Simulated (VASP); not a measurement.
# GaP (rocksalt type) (Fm-3m) in VASP: notebook, part 2 of 2

VASP 6.6.1. The steps go on from the part before.

### Step 5. Single point, PBE

This run uses another cell than the first one, of 17.17 Å³/atom.

File INCAR:

```
PREC = Accurate
ENCUT = 520
EDIFF = 1E-6
ISMEAR = -1
SIGMA = 0.1
LREAL = F
LASPH = T
NELM = 100
ALGO = Normal
ISIF = 2
LWAVE = F
LCHARG = F
GGA = PE
NBANDS = 16
```

File KPOINTS:

```
regular mesh
0
Gamma
  14 14 14
```

File POSCAR:

```
GaP
1.0
    0.0000000000      2.5800645215      2.5800645215
    2.5800645215      0.0000000000      2.5800645215
    2.5800645215      2.5800645215      0.0000000000
Ga P
1 1
Direct
    0.0000000000      0.0000000000      0.0000000000
    0.5000000000      0.5000000000      0.5000000000
```

Potentials or basis: VASP PAW PBE potentials, release 64 (Ga_d, P).

On the command line:

```
$ cat potpaw_PBE.64/Ga_d/POTCAR potpaw_PBE.64/P/POTCAR > POTCAR
$ mpirun -np 1 vasp_std > vasp.out
```

OUTCAR:

```text
PREC = Accurate
   ENCUT = 520
   EDIFF = 1E-6
   ISMEAR = -1
   LREAL = F
   LASPH = T
   NELM = 100
   ISIF = 2
   GGA = PE

 ion  position               nearest neighbor table
   1  0.000  0.000  0.000-   2 2.58   2 2.58   2 2.58   2 2.58   2 2.58   2 2.58
   2  0.500  0.500  0.500-   1 2.58   1 2.58   1 2.58   1 2.58   1 2.58   1 2.58

  LATTYP: Found a face centered cubic cell.
 ALAT       =     5.1601290430

  Lattice vectors:

 A1 = (   0.0000000000,   2.5800645215,   2.5800645215)
 A2 = (   2.5800645215,   0.0000000000,   2.5800645215)
 A3 = (   2.5800645215,   2.5800645215,   0.0000000000)

Analysis of symmetry for initial positions (statically):
=====================================================================
 Subroutine PRICEL returns:
 Original cell was already a primitive cell.

 Routine SETGRP: Setting up the symmetry group for a
 face centered cubic supercell.

 Subroutine GETGRP returns: Found 48 space group operations
 (whereof 48 operations were pure point group operations)
 out of a pool of 48 trial point group operations.

The static configuration has the point symmetry O_h .

Analysis of symmetry for dynamics (positions and initial velocities):
=====================================================================
 Subroutine PRICEL returns:
 Original cell was already a primitive cell.

 Routine SETGRP: Setting up the symmetry group for a
 face centered cubic supercell.

 Subroutine GETGRP returns: Found 48 space group operations
 (whereof 48 operations were pure point group operations)
 out of a pool of 48 trial point group operations.

The dynamic configuration has the point symmetry O_h .

 Subroutine INISYM returns: Found 48 space group operations
 (whereof 48 operations are pure point group operations),
 and found     1 'primitive' translations

[... 105 lines left out ...]
   NELECT =      18.0000    total number of electrons
   NUPDOWN=      -1.0000    fix difference up-down
   EMIN   =  10.00;   EMAX   =-10.00  energy-range for DOS
   EFERMI =   0.00;   METHOD = LEGACY
   ISMEAR =    -1;   SIGMA  =   0.10  broadening in eV -4-tet -1-fermi 0-gaus
   EFERMI_NEDOS =   21; number of points for ismear=-14 and -15
   IALGO  =     38    algorithm
   IMIX   =      4    mixing-type and parameters
     AMIX     =   0.40;   BMIX     =  1.00
     AMIX_MAG =   1.60;   BMIX_MAG =  1.00
  volume/ion in A,a.u.               =      17.17       115.90
  Fermi-wavevector in a.u.,A,eV,Ry     =   1.319852  2.494158 23.701461  1.742008
  Thomas-Fermi vector in A             =   2.449720
   LORBIT       =      0    0 simple, 1 ext, 2 COOP (PROOUT), +10 PAW based schemes
   GGA     = PE    functional components
[... 5 lines left out ...]
 non-spin polarized calculation
  energy-cutoff  :      520.00
  volume of cell :       34.35
 maximum number of plane-waves:       944
   NGX = 13   NGY = 13   NGZ = 13

 number of electron      18.0000009 magnetization

 Free energy of the ion-electron system (eV)
  ---------------------------------------------------
  ext. energy  EPLUGINS =         0.00000000
  ---------------------------------------------------
  free energy    TOTEN  =        -8.32976000 eV

  energy without entropy =       -8.29575066  energy(sigma->0) =       -8.31275533

 E-fermi :   6.4305     XC(G=0): -10.9635

 val. band max:        6.4111529444   @ k =   0.2857   0.0000   0.0000
 cond. band min:       6.4632261763   @ k =   0.3571   0.1429   0.0714
 fundamental gap:      0.0520732318
 Fermi energy:         6.4305099910

 k-point     1 :       0.0000    0.0000    0.0000
  band No.  band energies     occupation
      1      -8.2686      2.00000
      2      -8.2686      2.00000
      3      -8.2447      2.00000
      4      -8.2447      2.00000
      5      -8.2447      2.00000
      6      -6.7766      2.00000
[... 433 lines left out ...]
      3      -8.2534      2.00000
      4      -8.2227      2.00000
      5      -8.2150      2.00000
      6      -5.6550      2.00000
[... 8 lines left out ...]
     15      17.0597      0.00000
     16      17.3397      0.00000

 [... further k-points ...]

------------------------ aborting loop because EDIFF is reached ----------------------------------------

  FORCE on cell =-STRESS in cart. coord.  units (eV):
  Direction    XX          YY          ZZ          XY          YZ          ZX
  --------------------------------------------------------------------------------------
  -------------------------------------------------------------------------------------
  Total        0.0117141      0.0117141      0.0117141      0.0000000      0.0000000      0.0000000
  in kB        0.5463820      0.5463820      0.5463820      0.0000000      0.0000000      0.0000000
  external PRESSURE =       0.5463820 kB  Pullay stress =       0.0000000 kB

 VOLUME and BASIS-vectors are now :
 -----------------------------------------------------------------------------
  energy-cutoff  :      520.00
  volume of cell :       34.35
      direct lattice vectors                 reciprocal lattice vectors
     0.000000000  2.580064522  2.580064522    -0.193793603  0.193793603  0.193793603
     2.580064522  0.000000000  2.580064522     0.193793603 -0.193793603  0.193793603
     2.580064522  2.580064522  0.000000000     0.193793603  0.193793603 -0.193793603

 POSITION                                       TOTAL-FORCE (eV/Angst)
 -----------------------------------------------------------------------------------
      0.00000      0.00000      0.00000         0.000000      0.000000      0.000000
      2.58006      2.58006      2.58006         0.000000      0.000000     -0.000000
 -----------------------------------------------------------------------------------
    total drift:                               -0.000000      0.000000      0.000000

  FREE ENERGIE OF THE ION-ELECTRON SYSTEM (eV)
  ---------------------------------------------------
  free  energy   TOTEN  =        -8.3297600032 eV

  energy  without entropy=       -8.2957506631  energy(sigma->0) =       -8.31275533
```

OSZICAR:

```text
N       E                     dE             d eps       ncg     rms          rms(c)
DAV:   1     0.733745792768E+02    0.73375E+02   -0.90158E+03  3568   0.170E+03
DAV:   2    -0.339081355425E+01   -0.76765E+02   -0.73248E+02  3784   0.300E+02
DAV:   3    -0.843084354893E+01   -0.50400E+01   -0.50020E+01  4264   0.594E+01
DAV:   4    -0.849849270440E+01   -0.67649E-01   -0.67627E-01  3984   0.713E+00
DAV:   5    -0.849976598607E+01   -0.12733E-02   -0.12732E-02  4384   0.917E-01    0.364E+00
DAV:   6    -0.833635535776E+01    0.16341E+00   -0.29545E-01  4712   0.990E+00    0.230E+00
DAV:   7    -0.832935083980E+01    0.70045E-02   -0.47313E-02  4576   0.149E+00    0.988E-01
DAV:   8    -0.832970979170E+01   -0.35895E-03   -0.53055E-03  4144   0.100E+00    0.107E-01
DAV:   9    -0.832974891142E+01   -0.39120E-04   -0.55724E-04  4336   0.409E-01    0.759E-02
DAV:  10    -0.832975079892E+01   -0.18875E-05   -0.33984E-05  4168   0.507E-02    0.332E-02
DAV:  11    -0.832976020844E+01   -0.94095E-05   -0.14097E-05  4240   0.471E-02    0.549E-03
DAV:  12    -0.832976000318E+01    0.20526E-06   -0.95547E-07  2752   0.866E-03
   1 F= -.83297600E+01 E0= -.83127553E+01  d E =-.340093E-01
```

It took 66 s on 1 thread of AMD EPYC 7R13, shared host; peak memory 0.16 GiB.

What came out:

```yaml
Free_energy: -8.3298 eV
Pressure: 0.1 GPa
Band_gap_on_the_k_mesh: zero (bands 9 and 10 overlap by 3.16 eV)
```

### Step 6. The runs side by side

| cell | gap on the mesh (eV) | pressure (GPa) |
| --- | --- | --- |
| a = 3.387 Å, angles 60.0°, 2 atoms | none | 32.6 |
| a = 3.497 Å, angles 60.0°, 2 atoms | none | 15.1 |
| a = 3.574 Å, angles 60.0°, 2 atoms | none | 6.3 |
| a = 3.649 Å, angles 60.0°, 2 atoms | none | 0.1 |

Alike in all rows: task single point; level PBE; potentials or basis VASP PAW PBE potentials, release 64 (Ga_d, P); no spin polarisation; k mesh 14 × 14 × 14; cutoff (eV) 520; smearing fermi-dirac 0.1 eV.

Caveats: the cell stands under pressure (at least some runs).

Absolute energies hang on the potentials; compare differences alone.
